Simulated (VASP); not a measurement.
Set up this calculation in VASP 6.6.1, as the native input.

```yaml
Task: single point
Functional: r2SCAN
Potentials_or_basis: VASP PAW PBE potentials, release 64 (Al, N)
Cutoff: 520 eV
k_mesh: 9 × 9 × 6
Occupations: gaussian, width 0.01 eV
Spin: no spin polarisation
Dipole_correction: no
Further_INCAR_settings: ALGO = Normal; EDIFF = 1e-06; NBANDS = 16
```

Crystal: AlN (scanat).

```xyz
4
Lattice="3.1136 0.0000 0.0000 -1.5568 2.6964 0.0000 0.0000 0.0000 4.9831" Properties=species:S:1:pos:R:3 pbc="T T T"
Al    0.0000    1.7976   -0.1323
Al    1.5568    0.8988    2.3592
N     0.0000    1.7976    2.0359
N     1.5568    0.8988    4.5274
```

The input as run:

POSCAR

```
AlN
1.0
    3.1135756528      0.0000000000      0.0000000000
   -1.5567878264      2.6964356119      0.0000000000
    0.0000000000      0.0000000000      4.9831268775
Al N
2 2
Direct
    0.3333333333      0.6666666667     -0.0265533953
    0.6666666667      0.3333333333      0.4734466047
    0.3333333333      0.6666666667      0.4085533953
    0.6666666667      0.3333333333      0.9085533953
```

INCAR.step1

```
ALGO = Normal
EDIFF = 1E-4
ENCUT = 520
GGA = PE
ISMEAR = 0
LASPH = True
LCHARG = False
LREAL = False
LWAVE = True
NBANDS = 16
NELM = 80
PREC = Accurate
SIGMA = 0.01
```

INCAR.step2

```
ALGO = Normal
EDIFF = 1E-6
ENCUT = 520
ISIF = 2
ISMEAR = 0
ISTART = 1
LASPH = True
LCHARG = False
LMIXTAU = True
LREAL = False
LWAVE = False
METAGGA = R2SCAN
NBANDS = 16
NELM = 80
PREC = Accurate
SIGMA = 0.01
```

KPOINTS

```
k-points
0
Gamma
  9 9 6
```

Potentials or basis: VASP PAW PBE potentials, release 64 (Al, N).

Run with:

```bash
$ cat potpaw_PBE.64/Al/POTCAR potpaw_PBE.64/N/POTCAR > POTCAR
$ cp INCAR.step1 INCAR
$ mpirun -np 1 vasp_std > vasp.out
$ cp INCAR.step2 INCAR
$ mpirun -np 1 vasp_std > vasp.out
```

It gave:

```yaml
Pressure: 2.4 GPa
Largest_force: 1.433 eV/Å
Band_gap_on_the_k_mesh: 3.96 eV, direct
```

Caveat: the PAW data sets were made with another functional, which shifts forces and pressure a little.

It took 45 s on 1 thread of Intel(R) Xeon(R) Platinum 8488C (Sapphire Rapids), with other jobs on the host, peak memory 0.17 GiB.
